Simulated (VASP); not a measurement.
A run of VASP 6.6.1 is set up as follows.

INCAR

```
PREC = Accurate
ENCUT = 520
EDIFF = 1E-6
ISMEAR = 0
SIGMA = 0.1
LREAL = F
LASPH = T
NELM = 150
ALGO = Normal
ISIF = 2
LWAVE = F
LCHARG = F
ISPIN = 2
MAGMOM = 0 0 1
LORBIT = 11
GGA = PE
NBANDS = 24
```

The input KPOINTS:

```
Automatic mesh
0
Gamma
  6 6 4
```

The input POSCAR:

```
Sr2O
1.0
    4.6836647800      0.0000000000      0.0000000000
   -2.3418323900      4.0561726800      0.0000000000
    0.0000000000      0.0000000000      4.4706777000
Sr O
2 1
Direct
    0.3333333300      0.6666666700      0.0000000000
    0.6666666700      0.3333333300      0.0000000000
    0.0000000000      0.0000000000      0.0000000000
```

Potentials or basis: VASP PAW PBE potentials, release 64 (Sr_sv, O).

Run with:

```console
$ cat potpaw_PBE.64/Sr_sv/POTCAR potpaw_PBE.64/O/POTCAR > POTCAR
$ mpirun -np 1 vasp_std > vasp.out
```

What does it give for the band gap on the k mesh?

Zero (filled and empty bands overlap).

What does it give for the pressure?

2.9 GPa.

What does it give for the net moment?

0.00 μB per cell.

Stress tensor (GPa, compression positive):
```
 6.35  0.00  0.00
 0.00  6.35  0.00
 0.00  0.00 -3.90
```
